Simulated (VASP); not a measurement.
# AlN in VASP: further runs

AlN is run at these levels: LDA; tasks: electric field gradients.

Everything below comes from runs of VASP 6.6.1. Logs are shortened: lines on timing, memory, paths and dates and some standing lists are left out, and cuts for length are marked.

## Step 1: The cell of the first run

The structure is tetragonal, space group I4/mmm (No. 139). The conventional cell has a = 2.797 Å, b = 2.797 Å, c = 3.996 Å, α = 90.00°, β = 90.00°, γ = 90.00°. Within 2.6 Å of Al (site symmetry 4/mmm) lie 6 N at 1.98 to 2.00 Å. N (site symmetry 4/mmm) has 6 Al at 1.98 to 2.00 Å within 2.6 Å.

## Step 2: Electric field gradients, LDA (zz strain of +1 %)

Contents of INCAR:

```
  PREC = Accurate
  ENCUT = 520
  EDIFF = 1E-8
  ISMEAR = -1
  SIGMA = 0.01
  LREAL = False
  LASPH = True
  NELM = 80
  ALGO = Normal
  ISIF = 2
  LWAVE = False
  LCHARG = False
  LEFG = True
  NBANDS = 11
```

Contents of KPOINTS:

```
regular mesh
0
Gamma
  12 12 12
```

Contents of POSCAR:

```
AlN
1.0
    0.0000000000      1.9780000000      1.9977800000
    1.9780000000      0.0000000000      1.9977800000
    1.9780000000      1.9780000000      0.0000000000
Al N
1 1
Direct
    0.0000000000      0.0000000000      0.0000000000
    0.5000000000      0.5000000000      0.5000000000
```

Potentials or basis: VASP PAW LDA potentials, release 64 (Al, N).

Command:

```bash
cat potpaw_LDA.64/Al/POTCAR potpaw_LDA.64/N/POTCAR > POTCAR
mpirun -np 1 vasp_std > vasp.out
```

OUTCAR:

```text
PREC = Accurate
   ENCUT = 520
   EDIFF = 1E-8
   ISMEAR = -1
   LREAL = False
   LASPH = True
   NELM = 80
   ISIF = 2

 ion  position               nearest neighbor table
   1  0.000  0.000  0.000-   2 1.98   2 1.98   2 1.98   2 1.98   2 2.00   2 2.00
   2  0.500  0.500  0.500-   1 1.98   1 1.98   1 1.98   1 1.98   1 2.00   1 2.00

  LATTYP: Found a body centered tetragonal cell.
 ALAT       =     2.7973144264
 C/A-ratio  =     1.4283556980

  Lattice vectors:

 A1 = (  -1.9780000000,   0.0000000000,   1.9977800000)
 A2 = (   1.9780000000,   0.0000000000,   1.9977800000)
 A3 = (   0.0000000000,   1.9780000000,  -1.9977800000)

Analysis of symmetry for initial positions (statically):
=====================================================================
 Subroutine PRICEL returns:
 Original cell was already a primitive cell.

 Routine SETGRP: Setting up the symmetry group for a
 body centered tetragonal supercell.

 Subroutine GETGRP returns: Found 16 space group operations
 (whereof 16 operations were pure point group operations)
 out of a pool of 16 trial point group operations.

The static configuration has the point symmetry D_4h.

Analysis of symmetry for dynamics (positions and initial velocities):
=====================================================================
 Subroutine PRICEL returns:
 Original cell was already a primitive cell.

 Routine SETGRP: Setting up the symmetry group for a
 body centered tetragonal supercell.

 Subroutine GETGRP returns: Found 16 space group operations
 (whereof 16 operations were pure point group operations)
 out of a pool of 16 trial point group operations.

The dynamic configuration has the point symmetry D_4h.

 Subroutine INISYM returns: Found 16 space group operations
 (whereof 16 operations are pure point group operations),
 and found     1 'primitive' translations

----------------------------------------------------------------------------------------

                                     Primitive cell

  volume of cell :      15.6326

  direct lattice vectors                    reciprocal lattice vectors
     0.000000000  1.978000000  1.997780000    -0.252780586  0.252780586  0.250277808
     1.978000000  0.000000000  1.997780000     0.252780586 -0.252780586  0.250277808
     1.978000000  1.978000000  0.000000000     0.252780586  0.252780586 -0.250277808

  length of vectors
     2.811335791  2.811335791  2.797314426     0.436388624  0.436388624  0.436388624

  position of ions in fractional coordinates (direct lattice)
     0.000000000  0.000000000  0.000000000
     0.500000000  0.500000000  0.500000000

  ion indices of the primitive-cell ions
   primitive index   ion index
                 1           1
                 2           2

----------------------------------------------------------------------------------------

 KPOINTS: regular mesh

Automatic generation of k-mesh.
 Grid dimensions read from file:
 generate k-points for:   12   12   12

 Generating k-lattice:

  Cartesian coordinates                     Fractional coordinates (reciprocal lattice)
    -0.021065049  0.021065049  0.020856484     0.083333333  0.000000000  0.000000000
     0.021065049 -0.021065049  0.020856484     0.000000000  0.083333333  0.000000000
     0.021065049  0.021065049 -0.020856484    -0.000000000 -0.000000000  0.083333333

  Length of vectors
     0.036365719  0.036365719  0.036365719

  Shift w.r.t. Gamma in fractional coordinates (k-lattice)
     0.000000000  0.000000000  0.000000000

 Subroutine IBZKPT returns following result:
 ===========================================

 Found    163 irreducible k-points:

 Following reciprocal coordinates:
            Coordinates               Weight
  0.000000  0.000000  0.000000      1.000000
  0.083333  0.000000  0.000000      8.000000
  0.166667  0.000000  0.000000      8.000000
  0.250000  0.000000  0.000000      8.000000
  0.333333  0.000000  0.000000      8.000000
  0.416667  0.000000  0.000000      8.000000
[... 16 lines left out ...]
  0.500000  0.166667  0.000000      8.000000
 -0.416667  0.166667  0.000000      8.000000
 [... further k-points ...]
   k-points           NKPTS =    163   k-points in BZ     NKDIM =    163   number of bands    NBANDS=     11
   number of dos      NEDOS =    301   number of ions     NIONS =      2
   total plane-waves  NPLWV =  13824
   dimension x,y,z NGX =    24 NGY =   24 NGZ =   24
   dimension x,y,z NGXF=    48 NGYF=   48 NGZF=   48
   ions per type =               1   1
   NGX,Y,Z   is equivalent  to a cutoff of  14.19, 14.19, 14.26 a.u.
   NGXF,Y,Z  is equivalent  to a cutoff of  28.38, 28.38, 28.53 a.u.
 SYSTEM =  unknown system
   PREC   = accura    normal or accurate (medium, high low for compatibility)
   ISTART =      0    job   : 0-new  1-cont  2-samecut
   ICHARG =      2    charge: 1-file 2-atom 10-const
   ISPIN  =      1    spin polarized calculation?
   LNONCOLLINEAR =      F non collinear calculations
   LSORBIT =      F    spin-orbit coupling
   LASPH  =      T    aspherical Exc in radial PAW
   ENCUT  =  520.0 eV  38.22 Ry    6.18 a.u.   5.23  5.23  5.20*2*pi/ulx,y,z
   NELM   =     80;   NELMIN=  2; NELMDL= -5     # of ELM steps
   EDIFF  = 0.1E-07   stopping-criterion for ELM
   LREAL  =      F    real-space projection
   EDIFFG = 0.1E-06   stopping-criterion for IOM
   NSW    =      0    number of steps for IOM
   IBRION =     -1    ionic relax: 0-MD 1-quasi-New 2-CG
   NFREE  =      0    steps in history (QN), initial steepest desc. (CG)
   ISIF   =      2    stress and relaxation
   ISYM   =      2    0-nonsym 1-usesym 2-fastsym
   POTIM  = 0.5000    time-step for ionic-motion
   TEBEG  =    0.0;   TEEND  =   0.0 temperature during run
   PSTRESS=    0.0 pullay stress
   NELECT =       8.0000    total number of electrons
   NUPDOWN=      -1.0000    fix difference up-down
   EMIN   =  10.00;   EMAX   =-10.00  energy-range for DOS
   EFERMI =   0.00;   METHOD = LEGACY
   ISMEAR =    -1;   SIGMA  =   0.01  broadening in eV -4-tet -1-fermi 0-gaus
   EFERMI_NEDOS =   21; number of points for ismear=-14 and -15
   IALGO  =     38    algorithm
   IMIX   =      4    mixing-type and parameters
     AMIX     =   0.40;   BMIX     =  1.00
     AMIX_MAG =   1.60;   BMIX_MAG =  1.00
  volume/ion in A,a.u.               =       7.82        52.75
  Fermi-wavevector in a.u.,A,eV,Ry     =   1.309468  2.474535 23.329982  1.714705
  Thomas-Fermi vector in A             =   2.440064
   LORBIT       =      0    0 simple, 1 ext, 2 COOP (PROOUT), +10 PAW based schemes
   GGA     = CA    functional components
   LHFCALC =     F    Hartree Fock is set to
   AEXX    =    0.0000 exact exchange contribution
   IVDW    =     0    specifies the selected vdW correction
   LEPSILON=     F    determine dielectric tensor
   LRPA    =     F    only Hartree local field effects (RPA)
 non-spin polarized calculation
  energy-cutoff  :      520.00
  volume of cell :       15.63
 maximum number of plane-waves:       444
 NGX is ok and might be reduce to    24
   NGX = 11   NGY = 11   NGZ = 11

 number of electron       7.9999999 magnetization

 Free energy of the ion-electron system (eV)
  ---------------------------------------------------
  ext. energy  EPLUGINS =         0.00000000
  ---------------------------------------------------
  free energy    TOTEN  =       -16.21280113 eV

  energy without entropy =      -16.21280113  energy(sigma->0) =      -16.21280113

 E-fermi :  10.8057     XC(G=0): -12.8359

 val. band max:       10.4961692640   @ k =   0.0000   0.0000   0.0000
 cond. band min:      15.4229859939   @ k =   0.5000   0.0000   0.5000
 fundamental gap:      4.9268167299
 Fermi energy:        10.8057298144

 k-point     1 :       0.0000    0.0000    0.0000
  band No.  band energies     occupation
      1      -7.4752      2.00000
      2      10.4266      2.00000
      3      10.4266      2.00000
      4      10.4962      2.00000
      5      17.0456      0.00000
      6      22.5519      0.00000
      7      22.6902      0.00000
      8      22.6902      0.00000
      9      28.0226      0.00000
     10      28.3219      0.00000
     11      28.6596      0.00000
[... 309 lines left out ...]
 k-point    24 :      -0.4167    0.1667    0.0000
  band No.  band energies     occupation
      1      -3.6190      2.00000
      2       2.3575      2.00000
      3       7.1946      2.00000
      4       8.9426      2.00000
      5      18.3377      0.00000
      6      20.1839      0.00000
      7      22.9295      0.00000
      8      23.6928      0.00000
      9      29.2636      0.00000
     10      30.6772      0.00000
     11      30.9291      0.00000

 [... further k-points ...]
[... 5 lines left out ...]
  --------------------------------------------------------------------------------------
  -------------------------------------------------------------------------------------
  Total        1.1044912      1.1044912      0.7415817      0.0000000      0.0000000     -0.0000000
  in kB      113.1990014    113.1990014     76.0045076      0.0000000      0.0000000     -0.0000000
  external PRESSURE =     100.8008368 kB  Pullay stress =       0.0000000 kB

 VOLUME and BASIS-vectors are now :
 -----------------------------------------------------------------------------
  energy-cutoff  :      520.00
  volume of cell :       15.63
      direct lattice vectors                 reciprocal lattice vectors
     0.000000000  1.978000000  1.997780000    -0.252780586  0.252780586  0.250277808
     1.978000000  0.000000000  1.997780000     0.252780586 -0.252780586  0.250277808
     1.978000000  1.978000000  0.000000000     0.252780586  0.252780586 -0.250277808

 POSITION                                       TOTAL-FORCE (eV/Angst)
 -----------------------------------------------------------------------------------
      0.00000      0.00000      0.00000         0.000000     -0.000000      0.000000
      1.97800      1.97800      1.99778        -0.000000      0.000000      0.000000
 -----------------------------------------------------------------------------------
    total drift:                               -0.000000     -0.000000      0.000000

  FREE ENERGIE OF THE ION-ELECTRON SYSTEM (eV)
  ---------------------------------------------------
  free  energy   TOTEN  =       -16.2128011263 eV

  energy  without entropy=      -16.2128011263  energy(sigma->0) =      -16.21280113

 Electric field gradients (V/A^2)
---------------------------------------------------------------------
 ion       V_xx      V_yy      V_zz      V_xy      V_xz      V_yz
---------------------------------------------------------------------
   1      -2.046    -2.046     4.091     0.000     0.000     0.000
   2      -0.690    -0.690     1.380     0.000     0.000     0.000
---------------------------------------------------------------------

 Electric field gradients after diagonalization (V/A^2)
 (convention: |V_zz| > |V_xx| > |V_yy|)
----------------------------------------------------------------------
 ion       V_xx      V_yy      V_zz     asymmetry (V_yy - V_xx)/ V_zz
----------------------------------------------------------------------
   1      -2.046    -2.046     4.091       0.000
   2      -0.690    -0.690     1.380       0.000
----------------------------------------------------------------------

           NMR quadrupolar parameters

 Cq : quadrupolar parameter    Cq=e*Q*V_zz/h
 eta: asymmetry parameters     (V_yy - V_xx)/ V_zz
 Q  : nuclear electric quadrupole moment in mb (millibarn)
----------------------------------------------------------------------
 ion       Cq(MHz)       eta       Q (mb)
----------------------------------------------------------------------
   1       0.010       0.000       1.000
   2       0.003       0.000       1.000
----------------------------------------------------------------------
```

Run time: 20 s. Hardware: 1 thread of Intel Xeon Platinum 8259CL at 2.50GHz (Skylake/Cascade Lake), shared host; peak memory 0.14 GiB.

What came out:

- Free energy: -16.2128 eV
- Pressure: 10.1 GPa
- Band gap on the k mesh: 4.93 eV, indirect (least direct gap 6.55 eV)

Electric field gradients, principal values (V/Å²):
| atom | least | middle | greatest (by size) |
| --- | --- | --- | --- |
| 1 Al | -2.046 | -2.046 | 4.091 |
| 2 N | -0.690 | -0.690 | 1.380 |

Caveat: the cell differs from its parent crystal (zz strain of +1 %); without QUAD_EFG the Cq values of the log hold for a quadrupole moment of 1 mb, not for the nuclei.

## Step 3: Electric field gradients, LDA (zz strain of +2 %)

Contents of INCAR:

```
PREC = Accurate
ENCUT = 520
EDIFF = 1E-8
ISMEAR = -1
SIGMA = 0.01
LREAL = F
LASPH = T
NELM = 60
ALGO = Normal
ISIF = 2
LWAVE = F
LCHARG = F
LEFG = T
NBANDS = 11
```

KPOINTS is that of step 2.

Contents of POSCAR:

```
AlN
1.0
    0.0000000000      1.9780000000      2.0175600000
    1.9780000000      0.0000000000      2.0175600000
    1.9780000000      1.9780000000      0.0000000000
Al N
1 1
Direct
    0.0000000000      0.0000000000      0.0000000000
    0.5000000000      0.5000000000      0.5000000000
```

Potentials or basis: VASP PAW LDA potentials, release 64 (Al, N).

Command:

```bash
cat potpaw_LDA.64/Al/POTCAR potpaw_LDA.64/N/POTCAR > POTCAR
mpirun -np 1 vasp_std > vasp.out
```

OUTCAR:

```text
PREC = Accurate
   ENCUT = 520
   EDIFF = 1E-8
   ISMEAR = -1
   LREAL = F
   LASPH = T
   NELM = 60
   ISIF = 2

 ion  position               nearest neighbor table
   1  0.000  0.000  0.000-   2 1.98   2 1.98   2 1.98   2 1.98   2 2.02   2 2.02
   2  0.500  0.500  0.500-   1 1.98   1 1.98   1 1.98   1 1.98   1 2.02   1 2.02

  LATTYP: Found a body centered tetragonal cell.
 ALAT       =     2.7973144264
 C/A-ratio  =     1.4424978336

  Lattice vectors:

 A1 = (  -1.9780000000,   0.0000000000,   2.0175600000)
 A2 = (   1.9780000000,   0.0000000000,   2.0175600000)
 A3 = (   0.0000000000,   1.9780000000,  -2.0175600000)
[... 548 lines left out ...]
  free  energy   TOTEN  =       -16.2177894467 eV

  energy  without entropy=      -16.2177894467  energy(sigma->0) =      -16.21778945

 Electric field gradients (V/A^2)
---------------------------------------------------------------------
 ion       V_xx      V_yy      V_zz      V_xy      V_xz      V_yz
---------------------------------------------------------------------
   1      -3.982    -3.982     7.964     0.000     0.000     0.000
   2      -1.344    -1.344     2.689     0.000     0.000     0.000
---------------------------------------------------------------------

 Electric field gradients after diagonalization (V/A^2)
 (convention: |V_zz| > |V_xx| > |V_yy|)
----------------------------------------------------------------------
 ion       V_xx      V_yy      V_zz     asymmetry (V_yy - V_xx)/ V_zz
----------------------------------------------------------------------
   1      -3.982    -3.982     7.964       0.000
   2      -1.345    -1.344     2.689       0.000
----------------------------------------------------------------------

           NMR quadrupolar parameters

 Cq : quadrupolar parameter    Cq=e*Q*V_zz/h
 eta: asymmetry parameters     (V_yy - V_xx)/ V_zz
 Q  : nuclear electric quadrupole moment in mb (millibarn)
----------------------------------------------------------------------
 ion       Cq(MHz)       eta       Q (mb)
----------------------------------------------------------------------
   1       0.019       0.000       1.000
   2       0.007       0.000       1.000
----------------------------------------------------------------------
```

stdout:

```text
POSCAR found type information on POSCAR AlN
 POSCAR found :  2 types and       2 ions
 scaLAPACK will be used
 LDA part: xc-table for (Slater(with rela. corr.)+CA(PZ))
 , standard interpolation
 POSCAR, INCAR and KPOINTS ok, starting setup
 FFT: planning ... GRIDC
 FFT: planning ... GRID_SOFT
 FFT: planning ... GRID
 WAVECAR not read
 entering main loop
ion   1

ion   2
```

Run time: 18 s. Hardware: 1 thread of Intel Xeon Platinum 8259CL at 2.50GHz (Skylake/Cascade Lake), shared host; peak memory 0.14 GiB.

Results:

```
Free energy            : -16.2178 eV
Pressure               : 7.2 GPa
Band gap on the k mesh : 4.75 eV, indirect (least direct gap 6.35 eV)
```

Stress tensor (GPa, compression positive):
```
9.48 0.00 0.00
0.00 9.48 0.00
0.00 0.00 2.57
```

Electric field gradients, principal values (V/Å²):
| atom | least | middle | greatest (by size) |
| --- | --- | --- | --- |
| 1 Al | -3.982 | -3.982 | 7.964 |
| 2 N | -1.344 | -1.345 | 2.689 |

Caveat: the cell differs from its parent crystal (zz strain of +2 %); without QUAD_EFG the Cq values of the log hold for a quadrupole moment of 1 mb, not for the nuclei.

[end of part 1 of 3]
